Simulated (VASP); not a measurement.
# LiHf3Si (P4mm) in VASP: further runs

LiHf3Si is run at these levels: PBE; tasks: single point, relaxation of cell and atoms.

Everything below comes from runs of VASP 6.6.1. Logs are shortened: lines on timing, memory, paths and dates and some standing lists are left out, and cuts for length are marked.

### Step 1. The cell of the first run

The structure is tetragonal, space group P4mm (No. 99). The conventional cell has a = 4.901 Å, b = 4.901 Å, c = 5.083 Å, α = 90.00°, β = 90.00°, γ = 90.00°. Li (site symmetry 4mm) has 12 Hf at 3.38 to 3.68 Å and 8 Si at 4.10 to 4.51 Å within 4.6 Å. Hf (site symmetry 4mm) has 2 Si at 2.53 to 2.55 Å and 4 Hf at 3.16 Å within 3.3 Å. Within 3.5 Å of Hf (site symmetry 2mm) lie 2 Si at 2.51 Å and 6 Hf at 3.16 to 3.47 Å and 2 Li at 3.38 Å. Within 3.3 Å of Si (site symmetry 4mm) lie 6 Hf at 2.51 to 2.55 Å.

### Step 2. Single point, PBE

Contents of INCAR:

```
PREC = Accurate
ENCUT = 520
EDIFF = 1E-6
ISMEAR = 0
SIGMA = 0.1
LREAL = F
LASPH = T
NELM = 80
ALGO = Normal
ISIF = 2
LWAVE = F
LCHARG = T
GGA = PE
LELF = T
LVHAR = T
NBANDS = 26
```

Contents of KPOINTS:

```
regular mesh
0
Gamma
  4 4 4
```

Contents of POSCAR:

```
LiHf3Si
1.0
    4.9007610042      0.0000000000      0.0000000000
    0.0000000000      4.9007610042      0.0000000000
    0.0000000000      0.0000000000      5.0826973196
Li Hf Si
1 3 1
Direct
    0.0000000000      0.0000000000      0.0023938285
    0.5000000000      0.5000000000      0.9362061790
    0.0000000000      0.5000000000      0.5436416377
    0.5000000000      0.0000000000      0.5436416377
    0.5000000000      0.5000000000      0.4341167170
```

Potentials or basis: VASP PAW PBE potentials, release 64 (Li_sv, Hf_pv, Si).

On the command line:

```bash
cat potpaw_PBE.64/Li_sv/POTCAR potpaw_PBE.64/Hf_pv/POTCAR potpaw_PBE.64/Si/POTCAR > POTCAR
mpirun -np 1 vasp_std > vasp.out
```

OUTCAR:

```text
PREC = Accurate
   ENCUT = 520
   EDIFF = 1E-6
   ISMEAR = 0
   LREAL = F
   LASPH = T
   NELM = 80
   ISIF = 2
   GGA = PE

 ion  position               nearest neighbor table
   1  0.000  0.000  0.002-
   2  0.500  0.500  0.936-   5 2.53   5 2.55   3 3.16   4 3.16   4 3.16   3 3.16
   3  0.000  0.500  0.544-   5 2.51   5 2.51   2 3.16   2 3.16   4 3.47   4 3.47   4 3.47   4 3.47

   4  0.500  0.000  0.544-   5 2.51   5 2.51   2 3.16   2 3.16   3 3.47   3 3.47   3 3.47   3 3.47

   5  0.500  0.500  0.434-   3 2.51   4 2.51   4 2.51   3 2.51   2 2.53   2 2.55

  LATTYP: Found a simple tetragonal cell.
 ALAT       =     4.9007610042
 C/A-ratio  =     1.0371240947

  Lattice vectors:

 A1 = (   4.9007610042,   0.0000000000,   0.0000000000)
 A2 = (   0.0000000000,   4.9007610042,   0.0000000000)
 A3 = (   0.0000000000,   0.0000000000,   5.0826973196)

Analysis of symmetry for initial positions (statically):
=====================================================================
 Subroutine PRICEL returns:
 Original cell was already a primitive cell.

 Routine SETGRP: Setting up the symmetry group for a
 simple tetragonal supercell.

 Subroutine GETGRP returns: Found  8 space group operations
 (whereof  8 operations were pure point group operations)
 out of a pool of 16 trial point group operations.

The static configuration has the point symmetry C_4v.

Analysis of symmetry for dynamics (positions and initial velocities):
=====================================================================
 Subroutine PRICEL returns:
 Original cell was already a primitive cell.

 Routine SETGRP: Setting up the symmetry group for a
 simple tetragonal supercell.

 Subroutine GETGRP returns: Found  8 space group operations
 (whereof  8 operations were pure point group operations)
 out of a pool of 16 trial point group operations.

The dynamic configuration has the point symmetry C_4v.

 Subroutine INISYM returns: Found  8 space group operations
 (whereof  8 operations are pure point group operations),
 and found     1 'primitive' translations

----------------------------------------------------------------------------------------

                                     Primitive cell

  volume of cell :     122.0735

  direct lattice vectors                    reciprocal lattice vectors
     4.900761004  0.000000000  0.000000000     0.204049942  0.000000000  0.000000000
     0.000000000  4.900761004  0.000000000     0.000000000  0.204049942  0.000000000
     0.000000000  0.000000000  5.082697320     0.000000000  0.000000000  0.196745928

  length of vectors
     4.900761004  4.900761004  5.082697320     0.204049942  0.204049942  0.196745928

  position of ions in fractional coordinates (direct lattice)
     0.000000000  0.000000000  0.002393828
     0.500000000  0.500000000  0.936206179
     0.000000000  0.500000000  0.543641638
     0.500000000  0.000000000  0.543641638
     0.500000000  0.500000000  0.434116717

  ion indices of the primitive-cell ions
   primitive index   ion index
                 1           1
                 2           2
                 3           3
                 4           4
                 5           5

----------------------------------------------------------------------------------------

 KPOINTS: regular mesh

Automatic generation of k-mesh.
 Grid dimensions read from file:
 generate k-points for:    4    4    4

 Generating k-lattice:

  Cartesian coordinates                     Fractional coordinates (reciprocal lattice)
     0.051012486  0.000000000  0.000000000     0.250000000  0.000000000  0.000000000
     0.000000000  0.051012486  0.000000000     0.000000000  0.250000000  0.000000000
     0.000000000  0.000000000  0.049186482     0.000000000  0.000000000  0.250000000

  Length of vectors
     0.051012486  0.051012486  0.049186482

  Shift w.r.t. Gamma in fractional coordinates (k-lattice)
     0.000000000  0.000000000  0.000000000

 Subroutine IBZKPT returns following result:
 ===========================================

 Found     18 irreducible k-points:

 Following reciprocal coordinates:
            Coordinates               Weight
  0.000000  0.000000  0.000000      1.000000
  0.250000  0.000000  0.000000      4.000000
  0.500000  0.000000  0.000000      2.000000
  0.250000  0.250000  0.000000      4.000000
  0.500000  0.250000  0.000000      4.000000
  0.500000  0.500000  0.000000      1.000000
[... 10 lines left out ...]
  0.500000  0.250000  0.500000      4.000000
  0.500000  0.500000  0.500000      1.000000
   k-points           NKPTS =     18   k-points in BZ     NKDIM =     18   number of bands    NBANDS=     26
   number of dos      NEDOS =    301   number of ions     NIONS =      5
   total plane-waves  NPLWV =  51840
   dimension x,y,z NGX =    36 NGY =   36 NGZ =   40
   dimension x,y,z NGXF=    72 NGYF=   72 NGZF=   80
   ions per type =               1   3   1
   NGX,Y,Z   is equivalent  to a cutoff of  12.21, 12.21, 13.08 a.u.
   NGXF,Y,Z  is equivalent  to a cutoff of  24.42, 24.42, 26.17 a.u.
 SYSTEM =  unknown system
   PREC   = accura    normal or accurate (medium, high low for compatibility)
   ISTART =      0    job   : 0-new  1-cont  2-samecut
   ICHARG =      2    charge: 1-file 2-atom 10-const
   ISPIN  =      1    spin polarized calculation?
   LNONCOLLINEAR =      F non collinear calculations
   LSORBIT =      F    spin-orbit coupling
   LASPH  =      T    aspherical Exc in radial PAW
   ENCUT  =  520.0 eV  38.22 Ry    6.18 a.u.   9.11  9.11  9.45*2*pi/ulx,y,z
   NELM   =     80;   NELMIN=  2; NELMDL= -5     # of ELM steps
   EDIFF  = 0.1E-05   stopping-criterion for ELM
   LREAL  =      F    real-space projection
   EDIFFG = 0.1E-04   stopping-criterion for IOM
   NSW    =      0    number of steps for IOM
   IBRION =     -1    ionic relax: 0-MD 1-quasi-New 2-CG
   NFREE  =      0    steps in history (QN), initial steepest desc. (CG)
   ISIF   =      2    stress and relaxation
   ISYM   =      2    0-nonsym 1-usesym 2-fastsym
   POTIM  = 0.5000    time-step for ionic-motion
   TEBEG  =    0.0;   TEEND  =   0.0 temperature during run
   PSTRESS=    0.0 pullay stress
   NELECT =      37.0000    total number of electrons
   NUPDOWN=      -1.0000    fix difference up-down
   EMIN   =  10.00;   EMAX   =-10.00  energy-range for DOS
   EFERMI =   0.00;   METHOD = LEGACY
   ISMEAR =     0;   SIGMA  =   0.10  broadening in eV -4-tet -1-fermi 0-gaus
   EFERMI_NEDOS =   21; number of points for ismear=-14 and -15
   IALGO  =     38    algorithm
   IMIX   =      4    mixing-type and parameters
     AMIX     =   0.40;   BMIX     =  1.00
     AMIX_MAG =   1.60;   BMIX_MAG =  1.00
  volume/ion in A,a.u.               =      24.41       164.76
  Fermi-wavevector in a.u.,A,eV,Ry     =   1.099685  2.078103 16.453622  1.209307
  Thomas-Fermi vector in A             =   2.236084
   LORBIT       =      0    0 simple, 1 ext, 2 COOP (PROOUT), +10 PAW based schemes
   GGA     = PE    functional components
   LHFCALC =     F    Hartree Fock is set to
   AEXX    =    0.0000 exact exchange contribution
   IVDW    =     0    specifies the selected vdW correction
   LEPSILON=     F    determine dielectric tensor
   LRPA    =     F    only Hartree local field effects (RPA)
 non-spin polarized calculation
 Gauss-broadening in eV      SIGMA  =   0.10
  energy-cutoff  :      520.00
  volume of cell :      122.07
 maximum number of plane-waves:      3318
   NGX = 19   NGY = 19   NGZ = 19

 number of electron      37.0000017 magnetization

 Free energy of the ion-electron system (eV)
  ---------------------------------------------------
  ext. energy  EPLUGINS =         0.00000000
  ---------------------------------------------------
  free energy    TOTEN  =       -35.13105967 eV

  energy without entropy =      -35.11011682  energy(sigma->0) =      -35.12058824

 E-fermi :   2.9568     XC(G=0):  -9.5794

 val. band max:        2.9490364799   @ k =   0.5000   0.2500   0.5000
 cond. band min:       2.9872914054   @ k =   0.5000   0.5000   0.5000
 fundamental gap:      0.0382549256
 Fermi energy:         2.9567703722

 k-point     1 :       0.0000    0.0000    0.0000
  band No.  band energies     occupation
      1     -42.3654      2.00000
      2     -27.9804      2.00000
      3     -27.9581      2.00000
      4     -27.9581      2.00000
      5     -27.8899      2.00000
      6     -27.8121      2.00000
[... 18 lines left out ...]
     25       5.6179      0.00000
     26       6.3798      0.00000

 k-point     2 :       0.2500    0.0000    0.0000
  band No.  band energies     occupation
      1     -42.3654      2.00000
      2     -27.9767      2.00000
      3     -27.9490      2.00000
      4     -27.9396      2.00000
      5     -27.8885      2.00000
      6     -27.8248      2.00000
[... 18 lines left out ...]
     25       5.8605      0.00000
     26       6.3589      0.00000

 k-point     3 :       0.5000    0.0000    0.0000
  band No.  band energies     occupation
      1     -42.3655      2.00000
      2     -27.9697      2.00000
      3     -27.9511      2.00000
      4     -27.9135      2.00000
      5     -27.8509      2.00000
      6     -27.8452      2.00000
[... 18 lines left out ...]
     25       5.6917      0.00000
     26       5.9001      0.00000

 k-point     4 :       0.2500    0.2500    0.0000
  band No.  band energies     occupation
      1     -42.3654      2.00000
      2     -27.9752      2.00000
      3     -27.9597      2.00000
      4     -27.9478      2.00000
      5     -27.8708      2.00000
      6     -27.8442      2.00000
[... 18 lines left out ...]
     25       5.6992      0.00000
     26       5.8443      0.00000
[... 322 lines left out ...]
      1     -42.3654      2.00000
      2     -27.9805      2.00000
      3     -27.9641      2.00000
      4     -27.9594      2.00000
      5     -27.8767      2.00000
      6     -27.8334      2.00000
[... 18 lines left out ...]
     25       5.8226      0.00000
     26       6.2238      0.00000

 k-point    17 :       0.5000    0.2500    0.5000
  band No.  band energies     occupation
      1     -42.3654      2.00000
      2     -27.9895      2.00000
      3     -27.9837      2.00000
      4     -27.9658      2.00000
      5     -27.9100      2.00000
      6     -27.7844      2.00000
[... 18 lines left out ...]
     25       5.8809      0.00000
     26       6.4535      0.00000

 k-point    18 :       0.5000    0.5000    0.5000
  band No.  band energies     occupation
      1     -42.3654      2.00000
      2     -28.0223      2.00000
      3     -27.9889      2.00000
      4     -27.9889      2.00000
      5     -27.9363      2.00000
      6     -27.7569      2.00000
[... 18 lines left out ...]
     25       6.2082      0.00000
     26       6.3247      0.00000

------------------------ aborting loop because EDIFF is reached ----------------------------------------

  FORCE on cell =-STRESS in cart. coord.  units (eV):
  Direction    XX          YY          ZZ          XY          YZ          ZX
  --------------------------------------------------------------------------------------
  -------------------------------------------------------------------------------------
  Total       -0.0906791     -0.0906791     -0.1250488      0.0000000      0.0000000      0.0000000
  in kB       -1.1901360     -1.1901360     -1.6412272      0.0000000      0.0000000      0.0000000
  external PRESSURE =      -1.3404998 kB  Pullay stress =       0.0000000 kB

 VOLUME and BASIS-vectors are now :
 -----------------------------------------------------------------------------
  energy-cutoff  :      520.00
  volume of cell :      122.07
      direct lattice vectors                 reciprocal lattice vectors
     4.900761004  0.000000000  0.000000000     0.204049942  0.000000000  0.000000000
     0.000000000  4.900761004  0.000000000     0.000000000  0.204049942  0.000000000
     0.000000000  0.000000000  5.082697320     0.000000000  0.000000000  0.196745928

 POSITION                                       TOTAL-FORCE (eV/Angst)
 -----------------------------------------------------------------------------------
      0.00000      0.00000      0.01217         0.000000     -0.000000     -0.020912
      2.45038      2.45038      4.75845        -0.000000     -0.000000     -0.046368
      0.00000      2.45038      2.76317        -0.000000     -0.000000      0.015648
      2.45038      0.00000      2.76317        -0.000000     -0.000000      0.015648
      2.45038      2.45038      2.20648        -0.000000      0.000000      0.035983
 -----------------------------------------------------------------------------------
    total drift:                                0.000000     -0.000000     -0.000317

  FREE ENERGIE OF THE ION-ELECTRON SYSTEM (eV)
  ---------------------------------------------------
  free  energy   TOTEN  =       -35.1310596688 eV

  energy  without entropy=      -35.1101168160  energy(sigma->0) =      -35.12058824
```

Wall time 38 s (1 thread of Intel Xeon Platinum 8488C (Sapphire Rapids), shared host); peak memory 0.24 GiB.

Results:

```
Free energy            : -35.1311 eV
Largest force          : 0.046 eV/Å
Band gap on the k mesh : zero (an odd number of electrons rules out a gap without spin polarisation)
```

Forces in eV/Å, atoms in the order of the input:
```
Li   0.000  0.000 -0.021
Hf   0.000  0.000 -0.046
Hf   0.000  0.000  0.016
Hf   0.000  0.000  0.016
Si   0.000  0.000  0.036
```

Levels at points of the mesh, in eV from the Fermi level:
```
           k point  band 14  band 15  band 16  band 17  band 18  band 19  band 20  band 21  band 22  band 23
(0.00, 0.00, 0.00)    -1.49    -1.49    -1.15    -0.94    -0.64    -0.26    -0.26     2.37     2.37     2.57
(0.50, 0.00, 0.00)    -1.72    -1.70    -1.07    -0.69    -0.46    -0.45     0.56     1.07     1.51     1.61
(0.50, 0.50, 0.00)    -1.96    -1.08    -0.72    -0.72    -0.07     0.67     0.67     0.71     1.35     1.35
(0.00, 0.00, 0.50)    -1.67    -1.67    -1.05    -0.95    -0.30    -0.30     0.18     1.74     2.10     2.18
(0.50, 0.00, 0.50)    -2.13    -1.16    -0.91    -0.40    -0.11     0.14     0.53     0.83     1.40     1.53
(0.50, 0.50, 0.50)    -4.11    -1.37     0.03     0.03     0.12     0.57     0.93     1.16     1.16     1.33
```

Caveat: the cutoff is under 1.25 times the usual one of these potentials, so pressure, stress and relaxed cells hold a basis-set (Pulay) error; spin-orbit coupling is left out, which moves the levels of the heavy elements.

### Step 3. Relaxation of cell and atoms, PBE

Contents of INCAR:

```
ALGO     = Fast           # electronic algorithm
EDIFF    = 1E-6           # SCF threshold, eV
EDIFFG   = -0.01          # ionic threshold
ENCUT    = 600            # plane-wave cutoff, eV
GGA      = PE             # functional
IBRION   = 2              # ionic algorithm
ISIF     = 3              # what is computed and relaxed
ISMEAR   = 0              # smearing method
LASPH    = T              # aspherical terms in the spheres
LCHARG   = F              # write CHGCAR
LREAL    = F              # projectors in reciprocal space
LWAVE    = F              # write WAVECAR
NELM     = 80             # most SCF steps
NSW      = 100            # ionic steps
PREC     = Accurate       # precision mode
SIGMA    = 0.1            # smearing width, eV
```

Contents of KPOINTS:

```
k-points
0
Gamma
  8 8 8
```

POSCAR is that of step 2.

Potentials or basis: VASP PAW PBE potentials, release 64 (Li_sv, Hf_pv, Si).

On the command line:

```bash
cat potpaw_PBE.64/Li_sv/POTCAR potpaw_PBE.64/Hf_pv/POTCAR potpaw_PBE.64/Si/POTCAR > POTCAR
mpirun -np 1 vasp_std > vasp.out
```

Run time: 25 min. Hardware: 1 thread of Intel Xeon Platinum 8488C (Sapphire Rapids), shared host; peak memory 0.44 GiB.

Results (log left out):

| Quantity | Value |
| --- | --- |
| Free energy | -35.1369 eV |
| Relaxed volume | 24.43 Å³/atom |
| Relaxed cell | a = 4.891 Å, b = 4.891 Å, c = 5.104 Å, α = 90.00°, β = 90.00°, γ = 90.00° |
| Space group after relaxing (to 0.1 Å) | P4mm (No. 99) |
| Energy gained by relaxing | 0.7 meV/atom |
| Ionic steps | 11 |
| Pressure after relaxing | 0.0 GPa |
| Largest force after relaxing | 0.008 eV/Å |
| Band gap on the k mesh | zero (an odd number of electrons rules out a gap without spin polarisation) |

Forces in eV/Å, atoms in the order of the input:
```
Li   0.000  0.000  0.006
Hf   0.000  0.000 -0.008
Hf   0.000  0.000  0.000
Hf   0.000  0.000  0.000
Si   0.000  0.000  0.002
```

The path:
| step | energy change (eV) | largest force (eV/Å) | pressure (GPa) | volume (Å³) |
| --- | --- | --- | --- | --- |
| 1 | 0.0000 | 0.1396 | -0.12 | 122.07 |
| 2 | -0.0009 | 0.0860 | 0.13 | 121.75 |
| 3 | -0.0009 | 0.0734 | 0.09 | 121.78 |
| 4 | -0.0015 | 0.0439 | 0.00 | 121.93 |
| 5 | -0.0017 | 0.0206 | -0.11 | 122.13 |
| 6 | -0.0021 | 0.0185 | -0.09 | 122.11 |
| 7 | -0.0029 | 0.0128 | -0.03 | 122.06 |
| 8 | -0.0034 | 0.0067 | 0.10 | 121.95 |
| 9 | -0.0034 | 0.0060 | 0.08 | 121.97 |
| 10 | -0.0034 | 0.0064 | 0.08 | 121.96 |
| 11 | -0.0034 | 0.0077 | -0.01 | 122.13 |

Final structure:
```yaml
crystal:
  lattice:
    - [4.89149, 0.00000, 0.00000]
    - [0.00000, 4.89149, 0.00000]
    - [0.00000, 0.00000, 5.10414]
  atoms:
    - { symbol: Li, position: [0.00000, 0.00000, 0.99937] }
    - { symbol: Hf, position: [0.50000, 0.50000, 0.93155] }
    - { symbol: Hf, position: [0.00000, 0.50000, 0.54968] }
    - { symbol: Hf, position: [0.50000, 0.00000, 0.54968] }
    - { symbol: Si, position: [0.50000, 0.50000, 0.42971] }
```

Levels at points of the mesh, in eV from the Fermi level:
| k point | band 16 | band 17 | band 18 | band 19 | band 20 | band 21 | band 22 |
| --- | --- | --- | --- | --- | --- | --- | --- |
| (0.00, 0.00, 0.00) | -1.08 | -0.88 | -0.58 | -0.13 | -0.13 | 2.39 | 2.39 |
| (0.50, 0.00, 0.00) | -0.99 | -0.59 | -0.40 | -0.39 | 0.63 | 1.04 | 1.53 |
| (0.50, 0.50, 0.00) | -0.67 | -0.67 | -0.03 | 0.70 | 0.81 | 0.81 | 1.44 |
| (0.00, 0.00, 0.50) | -0.98 | -0.90 | -0.20 | -0.20 | 0.19 | 1.86 | 2.23 |
| (0.50, 0.00, 0.50) | -0.90 | -0.31 | -0.09 | 0.19 | 0.63 | 0.85 | 1.51 |
| (0.50, 0.50, 0.50) | 0.06 | 0.06 | 0.16 | 0.57 | 0.96 | 1.27 | 1.27 |

Caveat: the cutoff is under 1.25 times the usual one of these potentials, so pressure, stress and relaxed cells hold a basis-set (Pulay) error; spin-orbit coupling is left out, which moves the levels of the heavy elements.
